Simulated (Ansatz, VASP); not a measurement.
ZnCu: VASP beside Ansatz

```
Zn Cu
1.0
     2.92000    0.00000    0.00000
     0.00000    2.92000    0.00000
     0.00000    0.00000    2.92000
Zn Cu
1 1
Direct
  0.50000 0.50000 0.50000
  0.00000 0.00000 0.00000
```

Alike in both runs: task single point; functional PBE; k mesh 12 × 12 × 12; occupations gaussian, width 0.05 eV; no spin polarisation.

|  | VASP | Ansatz |
| --- | --- | --- |
| version | VASP 6.6.1 | Ansatz 0.2.0 |
| potentials or method | VASP PAW PBE potentials, release 64 (Zn, Cu), cutoff 520 eV | scalar-relativistic, plane waves, PAW |
| valence electrons in the cell | 23 | 31 |

|  | VASP | Ansatz | Ansatz less VASP |
| --- | --- | --- | --- |
| gap on the k mesh at the Fermi level (eV) | none | none | - |
| pressure (GPa) | 6.5 | 5.9 | -0.59 |

A gap of «none» marks a metal or a gap that the smearing closes. VASP's potentials hold 23 valence electrons a cell and Ansatz's 31, so a difference there can come from the potentials and not from the codes.
